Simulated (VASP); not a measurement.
A run of VASP 6.6.1:

Contents of POSCAR:

```
TePb
1.0
    3.9267292504      0.0000000000      0.0000000000
    0.0000000000      3.9267292504      0.0000000000
    0.0000000000      0.0000000000      3.9267292504
Te Pb
1 1
Direct
    0.5000000000      0.5000000000      0.5000000000
    0.0000000000      0.0000000000      0.0000000000
```

The input INCAR.step1:

```
PREC = Accurate ; ENCUT = 520
EDIFF = 1E-7 ; ISMEAR = 0
SIGMA = 0.1 ; LREAL = False
LASPH = True ; NELM = 80
ALGO = Normal ; ISIF = 2
LWAVE = False ; LCHARG = True
GGA = PE ; IVDW = 12
NBANDS = 17
```

The input KPOINTS.step1:

```
Automatic mesh
0
Gamma
  10 10 10
```

Contents of INCAR.step2:

```
PREC = Accurate ; ENCUT = 520
EDIFF = 1E-7 ; ISMEAR = -5
SIGMA = 0.1 ; LREAL = False
LASPH = True ; NELM = 80
ALGO = Normal ; ISIF = 2
LWAVE = False ; LCHARG = False
GGA = PE ; IVDW = 12
LORBIT = 11 ; NBANDS = 17
NEDOS = 1001 ; ICHARG = 11
```

The input KPOINTS.step2:

```
Automatic mesh
0
Gamma
  15 15 15
```

Potentials or basis: VASP PAW PBE potentials, release 64 (Te, Pb_d).

Run with:

```sh
$ cat potpaw_PBE.64/Te/POTCAR potpaw_PBE.64/Pb_d/POTCAR > POTCAR
$ cp INCAR.step1 INCAR
$ cp KPOINTS.step1 KPOINTS
$ mpirun -np 1 vasp_std > vasp.out
$ cp INCAR.step2 INCAR
$ cp KPOINTS.step2 KPOINTS
$ mpirun -np 1 vasp_std > vasp.out
```

Hardware: 1 thread of Intel(R) Xeon(R) Platinum 8259CL CPU @ 2.50GHz (Skylake/Cascade Lake), on a shared host.

Task: How long does it take, and how much memory?

Result: Run time: 2.2 min on 1 thread of Intel(R) Xeon(R) Platinum 8259CL CPU @ 2.50GHz (Skylake/Cascade Lake), on a shared host, peak memory 0.26 GiB. Counts: k points 120.
